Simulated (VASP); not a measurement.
# Na in VASP: a series of runs

The runs below take Na through single point, relaxation of cell and atoms, with PBE.

All numbers are computed with VASP 6.6.1; they aren't measurements. Logs are shortened: lines on timing, memory, paths and dates and some standing lists are left out, and cuts for length are marked.

### 1 The cell of the first run

Symmetry: P6_2, No. 171, hexagonal system. Conventional cell: a = 6.688 Å, b = 6.688 Å, c = 6.923 Å, α = 90.00°, β = 90.00°, γ = 120.00°. Na (site symmetry 1) has 6 Na at 3.21 to 3.65 Å within 4.2 Å.

### 2 Single point, PBE

File INCAR:

```
PREC = Accurate
ENCUT = 520
EDIFF = 1E-6
ISMEAR = 0
SIGMA = 0.1
LREAL = F
LASPH = T
NELM = 100
ALGO = Normal
ISIF = 2
LWAVE = F
LCHARG = F
GGA = PE
NBANDS = 30
```

File KPOINTS:

```
Automatic mesh
0
Gamma
  3 3 4
```

File POSCAR:

```
Na
1.0
    6.6883205432      0.0000000000      0.0000000000
   -3.3441602716      5.7922554991      0.0000000000
    0.0000000000      0.0000000000      6.9229858800
Na
6
Direct
    0.1922597852      0.8068831909      0.7916700000
    0.1931168091      0.3853765944      0.4583366667
    0.6146234056      0.8077402148      0.1250033333
    0.3853765944      0.1922597852      0.1250033333
    0.8068831909      0.6146234056      0.4583366667
    0.8077402148      0.1931168091      0.7916700000
```

Potentials or basis: VASP PAW PBE potentials, release 64 (Na_pv).

Launch:

```console
> cat potpaw_PBE.64/Na_pv/POTCAR > POTCAR
> mpirun -np 1 vasp_std > vasp.out
```

OUTCAR:

```text
PREC = Accurate
   ENCUT = 520
   EDIFF = 1E-6
   ISMEAR = 0
   LREAL = F
   LASPH = T
   NELM = 100
   ISIF = 2
   GGA = PE

 ion  position               nearest neighbor table
   1  0.192  0.807  0.792-
   2  0.193  0.385  0.458-
   3  0.615  0.808  0.125-
   4  0.385  0.192  0.125-
   5  0.807  0.615  0.458-
   6  0.808  0.193  0.792-

  LATTYP: Found a hexagonal cell.
 ALAT       =     6.6883205432
 C/A-ratio  =     1.0350858389

  Lattice vectors:

 A1 = (   6.6883205432,   0.0000000000,   0.0000000000)
 A2 = (  -3.3441602716,   5.7922554991,   0.0000000000)
 A3 = (   0.0000000000,   0.0000000000,   6.9229858800)

Analysis of symmetry for initial positions (statically):
=====================================================================
 Subroutine PRICEL returns:
 Original cell was already a primitive cell.

 Routine SETGRP: Setting up the symmetry group for a
 hexagonal supercell.

 Subroutine GETGRP returns: Found  6 space group operations
 (whereof  2 operations were pure point group operations)
 out of a pool of 24 trial point group operations.

The static configuration has the point symmetry C_2 .
 The point group associated with its full space group is C_6 .

Analysis of symmetry for dynamics (positions and initial velocities):
=====================================================================
 Subroutine PRICEL returns:
 Original cell was already a primitive cell.

 Routine SETGRP: Setting up the symmetry group for a
 hexagonal supercell.

 Subroutine GETGRP returns: Found  6 space group operations
 (whereof  2 operations were pure point group operations)
 out of a pool of 24 trial point group operations.

The dynamic configuration has the point symmetry C_2 .
 The point group associated with its full space group is C_6 .

 Subroutine INISYM returns: Found  6 space group operations
 (whereof  2 operations are pure point group operations),
 and found     1 'primitive' translations

----------------------------------------------------------------------------------------

                                     Primitive cell

  volume of cell :     268.1997

  direct lattice vectors                    reciprocal lattice vectors
     6.688320543  0.000000000  0.000000000     0.149514365  0.086322159  0.000000000
    -3.344160272  5.792255499  0.000000000     0.000000000  0.172644318  0.000000000
[... 78 lines left out ...]
   LREAL  =      F    real-space projection
   EDIFFG = 0.1E-04   stopping-criterion for IOM
   NSW    =      0    number of steps for IOM
   IBRION =     -1    ionic relax: 0-MD 1-quasi-New 2-CG
   NFREE  =      0    steps in history (QN), initial steepest desc. (CG)
   ISIF   =      2    stress and relaxation
   ISYM   =      2    0-nonsym 1-usesym 2-fastsym
   POTIM  = 0.5000    time-step for ionic-motion
   TEBEG  =    0.0;   TEEND  =   0.0 temperature during run
   PSTRESS=    0.0 pullay stress
   NELECT =      42.0000    total number of electrons
   NUPDOWN=      -1.0000    fix difference up-down
   EMIN   =  10.00;   EMAX   =-10.00  energy-range for DOS
   EFERMI =   0.00;   METHOD = LEGACY
   ISMEAR =     0;   SIGMA  =   0.10  broadening in eV -4-tet -1-fermi 0-gaus
   EFERMI_NEDOS =   21; number of points for ismear=-14 and -15
   IALGO  =     38    algorithm
   IMIX   =      4    mixing-type and parameters
     AMIX     =   0.40;   BMIX     =  1.00
     AMIX_MAG =   1.60;   BMIX_MAG =  1.00
  volume/ion in A,a.u.               =      44.70       301.65
  Fermi-wavevector in a.u.,A,eV,Ry     =   0.882413  1.667519 10.594211  0.778653
  Thomas-Fermi vector in A             =   2.003041
   LORBIT       =      0    0 simple, 1 ext, 2 COOP (PROOUT), +10 PAW based schemes
   GGA     = PE    functional components
   LHFCALC =     F    Hartree Fock is set to
   AEXX    =    0.0000 exact exchange contribution
   IVDW    =     0    specifies the selected vdW correction
   LEPSILON=     F    determine dielectric tensor
   LRPA    =     F    only Hartree local field effects (RPA)
 non-spin polarized calculation
 Gauss-broadening in eV      SIGMA  =   0.10
  energy-cutoff  :      520.00
  volume of cell :      268.20
 maximum number of plane-waves:      7272
 NGX is ok and might be reduce to    50
   NGX = 25   NGY = 25   NGZ = 25

 number of electron      41.9999985 magnetization

 Free energy of the ion-electron system (eV)
  ---------------------------------------------------
  ext. energy  EPLUGINS =         0.00000000
  ---------------------------------------------------
  free energy    TOTEN  =        -6.99593450 eV

  energy without entropy =       -6.98849409  energy(sigma->0) =       -6.99221430

 E-fermi :  -0.1926     XC(G=0):  -5.9761

 val. band max:       -0.2713066378   @ k =   0.3333   0.0000   0.5000
 cond. band min:      -0.0438029919   @ k =   0.0000   0.0000   0.0000
 fundamental gap:      0.2275036459
 Fermi energy:        -0.1925775404

 k-point     1 :       0.0000    0.0000    0.0000
  band No.  band energies     occupation
      1     -25.3632      2.00000
      2     -25.3632      2.00000
      3     -25.3583      2.00000
      4     -25.3319      2.00000
      5     -25.3319      2.00000
      6     -25.3309      2.00000
[... 286 lines left out ...]
     29       3.7730      0.00000
     30       3.9290      0.00000

------------------------ aborting loop because EDIFF is reached ----------------------------------------

  FORCE on cell =-STRESS in cart. coord.  units (eV):
  Direction    XX          YY          ZZ          XY          YZ          ZX
  --------------------------------------------------------------------------------------
  -------------------------------------------------------------------------------------
  Total       -0.1739588     -0.1739588      0.1824454      0.0000000      0.0000000      0.0000000
  in kB       -1.0391992     -1.0391992      1.0898966      0.0000003      0.0000000      0.0000000
  external PRESSURE =      -0.3295006 kB  Pullay stress =       0.0000000 kB

 VOLUME and BASIS-vectors are now :
 -----------------------------------------------------------------------------
  energy-cutoff  :      520.00
  volume of cell :      268.20
      direct lattice vectors                 reciprocal lattice vectors
     6.688320543  0.000000000  0.000000000     0.149514365  0.086322159  0.000000000
    -3.344160272  5.792255499  0.000000000     0.000000000  0.172644318  0.000000000
     0.000000000  0.000000000  6.922985880     0.000000000  0.000000000  0.144446344

 POSITION                                       TOTAL-FORCE (eV/Angst)
 -----------------------------------------------------------------------------------
     -1.41245      4.67367      5.48072         0.013015     -0.004310      0.000000
      0.00287      2.23220      3.17306        -0.002775      0.013427      0.000000
      1.40959      4.67864      0.86540        -0.010240     -0.009117      0.000000
      1.93457      1.11362      0.86540         0.010240      0.009117     -0.000000
      3.34129      3.56006      3.17306         0.002775     -0.013427      0.000000
      4.75661      1.11858      5.48072        -0.013015      0.004310      0.000000
 -----------------------------------------------------------------------------------
    total drift:                                0.000000     -0.000000      0.000016

  FREE ENERGIE OF THE ION-ELECTRON SYSTEM (eV)
  ---------------------------------------------------
  free  energy   TOTEN  =        -6.9959345001 eV

  energy  without entropy=       -6.9884940912  energy(sigma->0) =       -6.99221430
```

stdout:

```text
POSCAR found type information on POSCAR Na
 POSCAR found :  1 types and       6 ions
 scaLAPACK will be used
 LDA part: xc-table for (Slater+PW92), standard interpolation
 POSCAR, INCAR and KPOINTS ok, starting setup
 FFT: planning ... GRIDC
 FFT: planning ... GRID_SOFT
 FFT: planning ... GRID
 WAVECAR not read
 entering main loop
```

Wall time 31 s (1 thread of Intel Xeon 6975P-C (Granite Rapids), shared host); peak memory 0.35 GiB.

What came out:

| Property | Result |
| --- | --- |
| Free energy | -6.9959 eV |
| Pressure | 0.0 GPa |
| Largest force | 0.014 eV/Å |
| Band gap on the k mesh | zero (band 21 reaches 1.24 eV, above the bottom of band 22 at -0.58 eV) |

Forces in eV/Å, atoms in the order of the input:
```
Na   0.013 -0.004  0.000
Na  -0.003  0.013  0.000
Na  -0.010 -0.009  0.000
Na   0.010  0.009  0.000
Na   0.003 -0.013  0.000
Na  -0.013  0.004  0.000
```

Stress tensor (GPa, compression positive):
```
-0.10  0.00  0.00
 0.00 -0.10  0.00
 0.00  0.00  0.11
```

Caveat: the k points lie up to 0.36 Å⁻¹ apart.

### 3 Single point, PBE

This run uses another cell than the first one, of 45.18 Å³/atom, 1.011 times its volume.

File INCAR:

```
  PREC = Accurate
  ENCUT = 520
  EDIFF = 1E-6
  ISMEAR = 0
  SIGMA = 0.1
  LREAL = F
  LASPH = T
  NELM = 100
  ALGO = Normal
  ISIF = 2
  LWAVE = F
  LCHARG = F
  GGA = PE
  NBANDS = 30
```

File KPOINTS:

```
Automatic mesh
0
Gamma
  9 9 6
```

File POSCAR:

```
Na
1.0
    6.1967519120      0.0000000000      0.0000000000
   -3.0983759560      5.3665445767      0.0000000000
    0.0000000000      0.0000000000      8.1520805872
Na
6
Direct
    0.1802373592      0.8197626408      0.3333333333
    0.1802373592      0.3604747184      0.0000000000
    0.6395252816      0.8197626408      0.6666666667
    0.3604747184      0.1802373592      0.6666666667
    0.8197626408      0.6395252816      0.0000000000
    0.8197626408      0.1802373592      0.3333333333
```

Potentials or basis: VASP PAW PBE potentials, release 64 (Na_pv).

Launch:

```console
> cat potpaw_PBE.64/Na_pv/POTCAR > POTCAR
> mpirun -np 1 vasp_std > vasp.out
```

Wall time 2.5 min (1 thread of Intel Xeon 6975P-C (Granite Rapids), shared host); peak memory 0.54 GiB.

Results (log left out):

```
Free energy            : -6.9473 eV
Pressure               : 0.0 GPa
Band gap on the k mesh : zero (band 21 reaches 1.33 eV, above the bottom of band 22 at -0.93 eV)
```

Levels at points of the mesh, in eV from the Fermi level:
```tsv
k point	band 18	band 19	band 20	band 21	band 22	band 23	band 24	band 25
(0.00, 0.00, 0.00)	-25.11	-2.90	-0.64	-0.64	1.86	2.12	2.12	2.44
(0.00, 0.00, 0.50)	-25.11	-2.33	-2.33	1.51	2.27	2.27	2.45	2.57
```

### 4 Relaxation of cell and atoms, PBE

File INCAR:

```
  ALGO = Normal
  EDIFF = 1E-7
  EDIFFG = -0.01
  ENCUT = 600
  GGA = PE
  IBRION = 2
  ISIF = 3
  ISMEAR = 0
  LASPH = True
  LCHARG = False
  LREAL = False
  LWAVE = False
  NELM = 100
  NSW = 100
  PREC = Accurate
  SIGMA = 0.1
```

File KPOINTS:

```
k-points
0
Gamma
  9 9 6
```

File POSCAR:

```
Na
1.0
    6.6883205432      0.0000000000      0.0000000000
   -3.3441602716      5.7922554991      0.0000000000
    0.0000000000      0.0000000000      6.9229858800
Na
6
Direct
    0.1931168091      0.8068831909      0.3333333333
    0.1931168091      0.3862336183      0.0000000000
    0.6137663817      0.8068831909      0.6666666667
    0.3862336183      0.1931168091      0.6666666667
    0.8068831909      0.6137663817      0.0000000000
    0.8068831909      0.1931168091      0.3333333333
```

Launch:

```console
> cat potpaw_PBE.64/Na_pv/POTCAR > POTCAR
> mpirun -np 1 vasp_std > vasp.out
```

Run time: 64 min. Hardware: 1 thread of Intel Xeon Platinum 8375C at 2.90GHz (Ice Lake), shared host; peak memory 0.59 GiB.

The run converged. Its results:

* Free energy: -6.9464 eV
* Relaxed volume: 45.08 Å³/atom
* Relaxed cell: a = 6.203 Å, b = 6.203 Å, c = 8.118 Å, α = 90.00°, β = 90.00°, γ = 120.00°
* Space group after relaxing (to 0.05 Å): P6_222 (No. 180)
* Energy gained by relaxing: 9.1 meV/atom
* Ionic steps: 19
* Pressure after relaxing: 0.0 GPa
* Band gap on the k mesh: zero (band 21 reaches 1.35 eV, above the bottom of band 22 at -0.92 eV)

The path:
| step | energy change (eV) | largest force (eV/Å) | pressure (GPa) | volume (Å³) |
| --- | --- | --- | --- | --- |
| 1 | 0.0000 | 0.0124 | 0.13 | 268.20 |
| 2 | -0.0015 | 0.0114 | 0.11 | 269.56 |
| 3 | -0.0048 | 0.0094 | 0.03 | 273.64 |
| 4 | -0.0059 | 0.0057 | -0.10 | 281.91 |
| 5 | -0.0063 | 0.0071 | -0.06 | 279.16 |
| 6 | -0.0081 | 0.0024 | -0.06 | 279.11 |
| 7 | -0.0135 | 0.0113 | -0.04 | 278.87 |
| 8 | -0.0225 | 0.0390 | -0.02 | 278.01 |
| 9 | -0.0062 | 0.0973 | 0.03 | 274.80 |
| 10 | -0.0241 | 0.0492 | -0.01 | 277.55 |
| 11 | -0.0284 | 0.0537 | -0.01 | 276.53 |
| 12 | -0.0328 | 0.0622 | 0.01 | 274.17 |
| 13 | -0.0394 | 0.0529 | -0.01 | 273.86 |
| 14 | -0.0523 | 0.0210 | -0.02 | 272.86 |
| 15 | -0.0404 | 0.0613 | 0.00 | 270.64 |
| 16 | -0.0545 | 0.0053 | -0.03 | 272.34 |
| 17 | -0.0546 | 0.0006 | -0.04 | 272.18 |
| 18 | -0.0542 | 0.0034 | 0.06 | 267.36 |
| 19 | -0.0548 | 0.0013 | 0.00 | 270.47 |

Final structure:
```
Na
1.0
     6.20258    0.00000    0.00000
    -3.10129    5.37159    0.00000
     0.00000    0.00000    8.11803
Na
6
Direct
  0.18041 0.81959 0.33333
  0.18041 0.36081 0.00000
  0.63918 0.81959 0.66667
  0.36082 0.18041 0.66667
  0.81959 0.63918 0.00000
  0.81959 0.18041 0.33333
```

Levels at points of the mesh, in eV from the Fermi level:
```tsv
k point	band 18	band 19	band 20	band 21	band 22	band 23	band 24	band 25
(0.00, 0.00, 0.00)	-25.11	-2.91	-0.63	-0.63	1.85	2.10	2.10	2.43
(0.00, 0.00, 0.50)	-25.10	-2.33	-2.33	1.53	2.26	2.26	2.49	2.58
```

### 5 The runs side by side

| task | cell | k mesh | cutoff (eV) | gap on the mesh (eV) | pressure (GPa) |
| --- | --- | --- | --- | --- | --- |
| single point | a = 6.688, b = 6.688, c = 6.923 Å, angles 90.0, 90.0, 120.0°, 6 atoms | 3 × 3 × 4 | 520 | none | 0.0 |
| single point | a = 6.197, b = 6.197, c = 8.152 Å, angles 90.0, 90.0, 120.0°, 6 atoms | 9 × 9 × 6 | 520 | none | 0.0 |
| relaxation of cell and atoms | relaxed from a = 6.688, b = 6.688, c = 6.923 Å, angles 90.0, 90.0, 120.0°, 6 atoms | 9 × 9 × 6 | 600 | none | 0.0 |

Alike in all rows: level PBE; potentials or basis VASP PAW PBE potentials, release 64 (Na_pv); no spin polarisation; smearing gaussian 0.1 eV.

Caveats: some runs use coarse meshes.

Total energies depend on the potentials used, so only differences within one code and one set of settings carry meaning.
